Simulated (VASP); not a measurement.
# Cu (Fm-3m) in VASP: further runs

The runs below take Cu through single point, relaxation of cell and atoms, with r2SCAN.

Program: VASP 6.6.1. These are calculated values, not measurements. Logs are shortened: lines on timing, memory, paths and dates and some standing lists are left out, and cuts for length are marked.

### 1 The cell of the first run

It takes space group Fm-3m (No. 225, cubic). Conventional cell: a = 3.578 Å, b = 3.578 Å, c = 3.578 Å, α = 90.00°, β = 90.00°, γ = 90.00°. Cu (site symmetry m-3m) has 12 Cu at 2.53 Å within 3.3 Å.

### 2 Single point, r2SCAN

Contents of POSCAR:

```
Cu
1.0
    0.0000000000      1.7887710136      1.7887710136
    1.7887710136      0.0000000000      1.7887710136
    1.7887710136      1.7887710136      0.0000000000
Cu
1
Direct
    0.0000000000      0.0000000000      0.0000000000
```

Contents of INCAR.step1:

```
  PREC = Accurate
  ENCUT = 520
  ISMEAR = -1
  SIGMA = 0.05
  LREAL = F
  LASPH = T
  NELM = 60
  NBANDS = 12
  GGA = PE
  ALGO = Normal
  EDIFF = 1E-4
  LWAVE = T
  LCHARG = F
```

Contents of INCAR.step2:

```
  PREC = Accurate
  ENCUT = 520
  EDIFF = 1E-6
  ISMEAR = -1
  SIGMA = 0.05
  LREAL = F
  LASPH = T
  NELM = 60
  ALGO = Normal
  ISIF = 2
  LWAVE = F
  LCHARG = T
  METAGGA = R2SCAN
  LMIXTAU = T
  LELF = T
  LVHAR = T
  NBANDS = 12
  ISTART = 1
```

Contents of KPOINTS:

```
Automatic mesh
0
Gamma
  18 18 18
```

Potentials or basis: VASP PAW PBE potentials, release 64 (Cu).

On the command line:

```bash
> cat potpaw_PBE.64/Cu/POTCAR > POTCAR
> cp INCAR.step1 INCAR
> mpirun -np 1 vasp_std > vasp.out
> cp INCAR.step2 INCAR
> mpirun -np 1 vasp_std > vasp.out
```

OUTCAR:

```text
PREC = Accurate
   ENCUT = 520
   EDIFF = 1E-6
   ISMEAR = -1
   LREAL = F
   LASPH = T
   NELM = 60
   ISIF = 2
   METAGGA = R2SCAN
   ISTART = 1

 ion  position               nearest neighbor table
   1  0.000  0.000  0.000-

  LATTYP: Found a face centered cubic cell.
 ALAT       =     3.5775420272

  Lattice vectors:

 A1 = (   0.0000000000,   1.7887710136,   1.7887710136)
 A2 = (   1.7887710136,   0.0000000000,   1.7887710136)
 A3 = (   1.7887710136,   1.7887710136,   0.0000000000)

Analysis of symmetry for initial positions (statically):
=====================================================================
 Subroutine PRICEL returns:
 Original cell was already a primitive cell.

 Routine SETGRP: Setting up the symmetry group for a
 face centered cubic supercell.

 Subroutine GETGRP returns: Found 48 space group operations
[... 9 lines left out ...]

 Routine SETGRP: Setting up the symmetry group for a
 face centered cubic supercell.

 Subroutine GETGRP returns: Found 48 space group operations
[... 11 lines left out ...]
                                     Primitive cell

  volume of cell :      11.4471

  direct lattice vectors                    reciprocal lattice vectors
     0.000000000  1.788771014  1.788771014    -0.279521524  0.279521524  0.279521524
     1.788771014  0.000000000  1.788771014     0.279521524 -0.279521524  0.279521524
     1.788771014  1.788771014  0.000000000     0.279521524  0.279521524 -0.279521524

  length of vectors
     2.529704227  2.529704227  2.529704227     0.484145482  0.484145482  0.484145482

  position of ions in fractional coordinates (direct lattice)
     0.000000000  0.000000000  0.000000000

  ion indices of the primitive-cell ions
   primitive index   ion index
                 1           1

----------------------------------------------------------------------------------------

 KPOINTS: Automatic mesh

Automatic generation of k-mesh.
 Grid dimensions read from file:
 generate k-points for:   18   18   18

 Generating k-lattice:

  Cartesian coordinates                     Fractional coordinates (reciprocal lattice)
    -0.015528974  0.015528974  0.015528974     0.055555556  0.000000000  0.000000000
     0.015528974 -0.015528974  0.015528974     0.000000000  0.055555556  0.000000000
     0.015528974  0.015528974 -0.015528974     0.000000000  0.000000000  0.055555556

  Length of vectors
     0.026896971  0.026896971  0.026896971

  Shift w.r.t. Gamma in fractional coordinates (k-lattice)
     0.000000000  0.000000000  0.000000000

 Subroutine IBZKPT returns following result:
 ===========================================

 Found    195 irreducible k-points:

 Following reciprocal coordinates:
            Coordinates               Weight
  0.000000  0.000000  0.000000      1.000000
  0.055556  0.000000  0.000000      8.000000
  0.111111  0.000000  0.000000      8.000000
  0.166667  0.000000  0.000000      8.000000
  0.222222  0.000000  0.000000      8.000000
  0.277778  0.000000  0.000000      8.000000
[... 16 lines left out ...]
 -0.277778  0.055556  0.000000     24.000000
 -0.222222  0.055556  0.000000     24.000000
 [... further k-points ...]
   k-points           NKPTS =    195   k-points in BZ     NKDIM =    195   number of bands    NBANDS=     12
   number of dos      NEDOS =    301   number of ions     NIONS =      1
   total plane-waves  NPLWV =   8000
   dimension x,y,z NGX =    20 NGY =   20 NGZ =   20
   dimension x,y,z NGXF=    40 NGYF=   40 NGZF=   40
   ions per type =               1
   NGX,Y,Z   is equivalent  to a cutoff of  13.14, 13.14, 13.14 a.u.
   NGXF,Y,Z  is equivalent  to a cutoff of  26.29, 26.29, 26.29 a.u.
 SYSTEM =  unknown system
   PREC   = accura    normal or accurate (medium, high low for compatibility)
   ISTART =      1    job   : 0-new  1-cont  2-samecut
   ICHARG =      0    charge: 1-file 2-atom 10-const
   ISPIN  =      1    spin polarized calculation?
   LNONCOLLINEAR =      F non collinear calculations
   LSORBIT =      F    spin-orbit coupling
   LASPH  =      T    aspherical Exc in radial PAW
   ENCUT  =  520.0 eV  38.22 Ry    6.18 a.u.   4.70  4.70  4.70*2*pi/ulx,y,z
   NELM   =     60;   NELMIN=  2; NELMDL=  0     # of ELM steps
   EDIFF  = 0.1E-05   stopping-criterion for ELM
   LREAL  =      F    real-space projection
   EDIFFG = 0.1E-04   stopping-criterion for IOM
   NSW    =      0    number of steps for IOM
   IBRION =     -1    ionic relax: 0-MD 1-quasi-New 2-CG
   NFREE  =      0    steps in history (QN), initial steepest desc. (CG)
   ISIF   =      2    stress and relaxation
   ISYM   =      2    0-nonsym 1-usesym 2-fastsym
   POTIM  = 0.5000    time-step for ionic-motion
   TEBEG  =    0.0;   TEEND  =   0.0 temperature during run
   PSTRESS=    0.0 pullay stress
   NELECT =      11.0000    total number of electrons
   NUPDOWN=      -1.0000    fix difference up-down
   EMIN   =  10.00;   EMAX   =-10.00  energy-range for DOS
   EFERMI =   0.00;   METHOD = LEGACY
   ISMEAR =    -1;   SIGMA  =   0.05  broadening in eV -4-tet -1-fermi 0-gaus
   EFERMI_NEDOS =   21; number of points for ismear=-14 and -15
   IALGO  =     38    algorithm
   IMIX   =      4    mixing-type and parameters
     AMIX     =   0.40;   BMIX     =  1.00
     AMIX_MAG =   1.60;   BMIX_MAG =  1.00
  volume/ion in A,a.u.               =      11.45        77.25
  Fermi-wavevector in a.u.,A,eV,Ry     =   1.615503  3.052857 35.509144  2.609848
  Thomas-Fermi vector in A             =   2.710240
   LORBIT       =      0    0 simple, 1 ext, 2 COOP (PROOUT), +10 PAW based schemes
   METAGGA = R2SCAN    functional components
   LHFCALC =     F    Hartree Fock is set to
   AEXX    =    0.0000 exact exchange contribution
   IVDW    =     0    specifies the selected vdW correction
   LEPSILON=     F    determine dielectric tensor
   LRPA    =     F    only Hartree local field effects (RPA)
 non-spin polarized calculation
  energy-cutoff  :      520.00
  volume of cell :       11.45
 maximum number of plane-waves:       331
   NGX =  9   NGY =  9   NGZ =  9

 number of electron      11.0000012 magnetization

 Free energy of the ion-electron system (eV)
  ---------------------------------------------------
  ext. energy  EPLUGINS =         0.00000000
  ---------------------------------------------------
  free energy    TOTEN  =       -10.82789591 eV

  energy without entropy =      -10.82543744  energy(sigma->0) =      -10.82666667

 E-fermi :   7.7590     XC(G=0): -13.9548

 val. band max:        7.7480197994   @ k =   0.5000   0.1111   0.0000
 cond. band min:       7.7822589032   @ k =   0.5000   0.2778   0.1111
 fundamental gap:      0.0342391038
 Fermi energy:         7.7590155778

 k-point     1 :       0.0000    0.0000    0.0000
  band No.  band energies     occupation
      1      -2.1287      2.00000
      2       4.5566      2.00000
      3       4.5567      2.00000
      4       4.5567      2.00000
      5       5.4140      2.00000
      6       5.4140      2.00000
      7      31.4301      0.00000
      8      34.7124      0.00000
      9      34.7124      0.00000
     10      34.7127      0.00000
     11      37.1293      0.00000
     12      37.1294      0.00000

 k-point     2 :       0.0556    0.0000    0.0000
  band No.  band energies     occupation
      1      -2.0092      2.00000
      2       4.5304      2.00000
      3       4.5795      2.00000
      4       4.5795      2.00000
      5       5.4048      2.00000
      6       5.4048      2.00000
      7      30.8311      0.00000
      8      33.1546      0.00000
      9      34.3029      0.00000
     10      34.3032      0.00000
     11      37.7031      0.00000
     12      37.7032      0.00000

 k-point     3 :       0.1111    0.0000    0.0000
  band No.  band energies     occupation
      1      -1.6545      2.00000
      2       4.4588      2.00000
      3       4.6385      2.00000
      4       4.6386      2.00000
      5       5.3862      2.00000
      6       5.3862      2.00000
      7      28.4497      0.00000
      8      32.3449      0.00000
      9      33.5798      0.00000
     10      33.5800      0.00000
     11      38.8535      0.00000
     12      38.8535      0.00000

 k-point     4 :       0.1667    0.0000    0.0000
  band No.  band energies     occupation
      1      -1.0788      2.00000
      2       4.3642      2.00000
      3       4.7026      2.00000
      4       4.7028      2.00000
      5       5.3871      2.00000
      6       5.3872      2.00000
      7      25.4597      0.00000
      8      32.0194      0.00000
      9      32.9052      0.00000
     10      32.9054      0.00000
     11      39.1066      0.00000
     12      39.6227      0.00000

 k-point     5 :       0.2222    0.0000    0.0000
  band No.  band energies     occupation
      1      -0.3131      2.00000
      2       4.2872      2.00000
      3       4.7265      2.00000
      4       4.7267      2.00000
      5       5.4486      2.00000
      6       5.4488      2.00000
      7      22.4847      0.00000
      8      31.6366      0.00000
      9      32.3557      0.00000
     10      32.3558      0.00000
     11      38.6900      0.00000
     12      38.6900      0.00000

 k-point     6 :       0.2778    0.0000    0.0000
  band No.  band energies     occupation
      1       0.5743      2.00000
      2       4.2999      2.00000
      3       4.6940      2.00000
      4       4.6942      2.00000
      5       5.5791      2.00000
      6       5.5792      2.00000
      7      19.6451      0.00000
      8      31.1661      0.00000
      9      31.9449      0.00000
     10      31.9450      0.00000
     11      37.3180      0.00000
     12      37.3181      0.00000

 k-point     7 :       0.3333    0.0000    0.0000
  band No.  band energies     occupation
      1       1.4330      2.00000
      2       4.5405      2.00000
      3       4.6313      2.00000
      4       4.6314      2.00000
      5       5.7408      2.00000
      6       5.7410      2.00000
      7      17.0016      0.00000
      8      30.6850      0.00000
      9      31.6691      0.00000
     10      31.6692      0.00000
     11      36.0973      0.00000
     12      36.0975      0.00000

 k-point     8 :       0.3889    0.0000    0.0000
  band No.  band energies     occupation
      1       2.0330      2.00000
      2       4.5681      2.00000
      3       4.5683      2.00000
      4       5.1850      2.00000
      5       5.8899      2.00000
      6       5.8900      2.00000
      7      14.6365      0.00000
      8      30.2797      0.00000
      9      31.5139      0.00000
     10      31.5139      0.00000
     11      35.1455      0.00000
     12      35.1457      0.00000
[... 166 lines left out ...]
 k-point    20 :      -0.4444    0.0556    0.0000
  band No.  band energies     occupation
      1       2.4097      2.00000
      2       4.4758      2.00000
      3       4.5486      2.00000
      4       5.5604      2.00000
      5       5.9845      2.00000
      6       6.9672      2.00000
      7      12.3539      0.00000
      8      28.7358      0.00000
      9      30.6588      0.00000
     10      31.0645      0.00000
     11      34.9677      0.00000
     12      35.9378      0.00000

 k-point    21 :      -0.3889    0.0556    0.0000
  band No.  band energies     occupation
      1       2.2264      2.00000
      2       4.5193      2.00000
      3       4.5804      2.00000
      4       5.1644      2.00000
      5       5.8687      2.00000
      6       6.3736      2.00000
      7      14.0031      0.00000
      8      28.5467      0.00000
      9      30.9421      0.00000
     10      31.9051      0.00000
     11      34.7344      0.00000
     12      36.3512      0.00000

 k-point    22 :      -0.3333    0.0556    0.0000
  band No.  band energies     occupation
      1       1.7527      2.00000
      2       4.5845      2.00000
      3       4.5908      2.00000
      4       4.6379      2.00000
      5       5.7045      2.00000
      6       6.0304      2.00000
      7      16.2542      0.00000
      8      28.5202      0.00000
      9      31.4500      0.00000
     10      32.8572      0.00000
     11      34.8233      0.00000
     12      36.8133      0.00000

 k-point    23 :      -0.2778    0.0556    0.0000
  band No.  band energies     occupation
      1       0.9642      2.00000
      2       4.2859      2.00000
      3       4.6598      2.00000
      4       4.7069      2.00000
      5       5.5226      2.00000
      6       5.8075      2.00000
      7      18.8216      0.00000
      8      28.6674      0.00000
      9      32.1048      0.00000
     10      33.6517      0.00000
     11      35.4742      0.00000
     12      37.1844      0.00000

 k-point    24 :      -0.2222    0.0556    0.0000
  band No.  band energies     occupation
      1       0.0701      2.00000
      2       4.2349      2.00000
      3       4.7166      2.00000
      4       4.7583      2.00000
      5       5.3678      2.00000
      6       5.6286      2.00000
      7      21.6035      0.00000
      8      28.9832      0.00000
      9      32.7890      0.00000
     10      34.1691      0.00000
     11      36.7546      0.00000
     12      37.3703      0.00000

 [... further k-points ...]

------------------------ aborting loop because EDIFF is reached ----------------------------------------

  FORCE on cell =-STRESS in cart. coord.  units (eV):
  Direction    XX          YY          ZZ          XY          YZ          ZX
  --------------------------------------------------------------------------------------
  -------------------------------------------------------------------------------------
  Total        0.0334947      0.0334947      0.0334947     -0.0000000      0.0000000      0.0000000
  in kB        4.6880533      4.6880533      4.6880533     -0.0000000      0.0000000      0.0000000
  external PRESSURE =       4.6880533 kB  Pullay stress =       0.0000000 kB

 VOLUME and BASIS-vectors are now :
 -----------------------------------------------------------------------------
  energy-cutoff  :      520.00
  volume of cell :       11.45
      direct lattice vectors                 reciprocal lattice vectors
     0.000000000  1.788771014  1.788771014    -0.279521524  0.279521524  0.279521524
     1.788771014  0.000000000  1.788771014     0.279521524 -0.279521524  0.279521524
     1.788771014  1.788771014  0.000000000     0.279521524  0.279521524 -0.279521524

 POSITION                                       TOTAL-FORCE (eV/Angst)
 -----------------------------------------------------------------------------------
      0.00000      0.00000      0.00000         0.000000      0.000000      0.000000
 -----------------------------------------------------------------------------------
    total drift:                                0.000000      0.000000      0.000000

  FREE ENERGIE OF THE ION-ELECTRON SYSTEM (eV)
  ---------------------------------------------------
  free  energy   TOTEN  =       -10.8278959062 eV

  energy  without entropy=      -10.8254374399  energy(sigma->0) =      -10.82666667
```

Run time: 45 s. Hardware: 1 thread of Intel Xeon 6975P-C (Granite Rapids), shared host; peak memory 0.14 GiB.

Results:

```
Free energy : -10.8279 eV
Pressure    : 0.5 GPa
```

Levels at points of the mesh, in eV from the Fermi level:
```csv
k point,band 3,band 4,band 5,band 6,band 7,band 8,band 9,band 10
"(0.00, 0.00, 0.00)",-3.20,-3.20,-2.35,-2.35,23.67,26.95,26.95,26.95
"(0.50, 0.00, 0.00)",-3.25,-1.73,-1.73,-1.11,4.17,22.16,23.68,23.68
"(0.50, 0.50, 0.00)",-1.76,-1.57,-1.57,1.59,7.69,14.05,14.05,18.48
```

Caveat: the PAW data sets were made with another functional, which shifts forces and pressure a little.

### 3 Single point, r2SCAN

Contents of POSCAR:

```
Cu
1.0
    0.0000000000      1.7887711694      1.7887711694
    1.7887711694      0.0000000000      1.7887711694
    1.7887711694      1.7887711694      0.0000000000
Cu
1
Direct
    0.0000000000      0.0000000000      0.0000000000
```

Contents of INCAR.step1:

```
SYSTEM = Cu
  ALGO = Normal
  EDIFF = 1E-4
  ENCUT = 520
  GGA = PE
  ISMEAR = -1
  LASPH = .TRUE.
  LCHARG = .FALSE.
  LREAL = .FALSE.
  LWAVE = .TRUE.
  NBANDS = 12
  NELM = 80
  PREC = Accurate
  SIGMA = 0.05
```

Contents of INCAR.step2:

```
SYSTEM = Cu
  ALGO = Normal
  EDIFF = 1E-6
  ENCUT = 520
  ISIF = 2
  ISMEAR = -1
  ISTART = 1
  LASPH = .TRUE.
  LCHARG = .FALSE.
  LMIXTAU = .TRUE.
  LREAL = .FALSE.
  LWAVE = .FALSE.
  METAGGA = R2SCAN
  NBANDS = 12
  NELM = 80
  PREC = Accurate
  SIGMA = 0.05
```

Contents of KPOINTS:

```
k-points
0
G
  18 18 18
  0 0 0
```

Potentials or basis: VASP PAW PBE potentials, release 64 (Cu).

On the command line:

```bash
> cat potpaw_PBE.64/Cu/POTCAR > POTCAR
> cp INCAR.step1 INCAR
> mpirun -np 1 vasp_std > vasp.out
> cp INCAR.step2 INCAR
> mpirun -np 1 vasp_std > vasp.out
```

Wall time 45 s (1 thread of Intel Xeon 6975P-C (Granite Rapids), shared host); peak memory 0.14 GiB.

It converged, with:

| Quantity | Value |
| --- | --- |
| Free energy | -10.8279 eV |
| Pressure | 0.5 GPa |

Levels at points of the mesh, in eV from the Fermi level:
| k point | band 3 | band 4 | band 5 | band 6 | band 7 | band 8 | band 9 | band 10 |
| --- | --- | --- | --- | --- | --- | --- | --- | --- |
| (0.00, 0.00, 0.00) | -3.20 | -3.20 | -2.35 | -2.35 | 23.67 | 26.95 | 26.95 | 26.95 |
| (0.50, 0.00, 0.00) | -3.25 | -1.73 | -1.73 | -1.11 | 4.17 | 22.16 | 23.68 | 23.68 |
| (0.50, 0.50, 0.00) | -1.76 | -1.57 | -1.57 | 1.59 | 7.69 | 14.05 | 14.05 | 18.48 |

Caveat: the PAW data sets were made with another functional, which shifts forces and pressure a little.

(Part 1 of 2 ends here.)
